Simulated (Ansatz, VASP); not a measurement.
## IrO2: VASP beside Ansatz

Contents of INCAR:

```
PREC     = Accurate       # precision mode
ENCUT    = 520            # plane-wave cutoff, eV
EDIFF    = 1E-8           # SCF threshold, eV
ISMEAR   = -1             # smearing method
SIGMA    = 0.05           # smearing width, eV
LREAL    = F              # projectors in reciprocal space
LASPH    = T              # aspherical terms in the spheres
NELM     = 200            # most SCF steps
ALGO     = Normal         # electronic algorithm
ISIF     = 2              # what is computed and relaxed
LWAVE    = F              # write WAVECAR
LCHARG   = F              # write CHGCAR
ISPIN    = 2              # spin polarisation
MAGMOM   = 1 1 0 0 0 0    # initial moments
LORBIT   = 11             # projections on sites
LMAXMIX  = 4              # l up to which the mixer works
GGA      = PS             # functional
LEFG     = T            
NBANDS   = 34             # bands
GGA_COMPAT= F            
KPAR     = 4
```

Contents of KPOINTS:

```
Automatic mesh
0
Gamma
  10 10 15
```

POSCAR

```
IrO2
1.0
    4.4990000000      0.0000000000      0.0000000000
    0.0000000000      4.4990000000      0.0000000000
    0.0000000000      0.0000000000      3.1460000000
Ir O
2 4
Direct
    0.0000000000      0.0000000000      0.0000000000
    0.5000000000      0.5000000000      0.5000000000
    0.3079224718      0.3079224718      0.0000000000
    0.1920775282      0.8079224718      0.5000000000
    0.6920775282      0.6920775282      0.0000000000
    0.8079224718      0.1920775282      0.5000000000
```

Input for Ansatz:

```yaml
crystal:
  lattice:
    - [4.499, 0.0, 0.0]
    - [0.0, 4.499, 0.0]
    - [0.0, 0.0, 3.146]
  atoms:
    - { symbol: Ir, position: [0.0, 0.0, 0.0], spin: 1.0 }
    - { symbol: Ir, position: [0.5, 0.5, 0.5], spin: 1.0 }
    - { symbol: O, position: [0.3079224718, 0.3079224718, 0.0] }
    - { symbol: O, position: [0.1920775282, 0.8079224718, 0.5] }
    - { symbol: O, position: [0.6920775282, 0.6920775282, 0.0] }
    - { symbol: O, position: [0.8079224718, 0.1920775282, 0.5] }
magnetization:
  spin_polarized: true
kpoints:
  mp_grid: { grid: [10, 10, 15] }
scf:
  occupations: { method: fermi_dirac, width: 0.05 }
hamiltonian:
  xc: pbesol
  pseudopotentials: { kind: paw }
output:
  forces: true
  stress: true
  populations: true
  efg:
    quadrupole_moments_barn: { Ir: 0.751, O: -0.02558 }
    contact_densities: true
```

Alike in both runs: task electric field gradients; functional PBEsol; k mesh 10 × 10 × 15; occupations fermi-dirac, width 0.05 eV; collinear spin.

|  | VASP | Ansatz |
| --- | --- | --- |
| version | VASP 6.6.1 | Ansatz 0.2.0 |
| potentials or method | VASP PAW PBE potentials, release 64 (Ir, O) | plane-wave PAW, scalar-relativistic |
| plane-wave cutoff (eV) | 520 | 420 |
| valence electrons in the cell | 42 | 58 |

```csv
,VASP,Ansatz,Ansatz less VASP
pressure (GPa),0.4,-2.4,-2.86
"traceless stress, the component that is largest in VASP (GPa)",1.78,1.10,-0.685
rms of the force components (eV/Å),0.026,0.030,+0.0037
net moment per atom (μB),0.00,0.00,0.000
size of Vzz on the site where it differs most (V/Å²),207.3,126.5,-80.76
```

VASP's potentials were made for PBE, not for PBEsol. Atom by atom the forces differ by 0.004 eV/Å (rms over components). One of these differences is far larger than is usual between the two programs; its cause wasn't traced. VASP's potentials hold 42 valence electrons a cell and Ansatz's 58, so a difference there can come from the potentials and not from the codes. Ansatz's warnings: seeded moment not kept.

Neither program's run includes spin-orbit coupling.
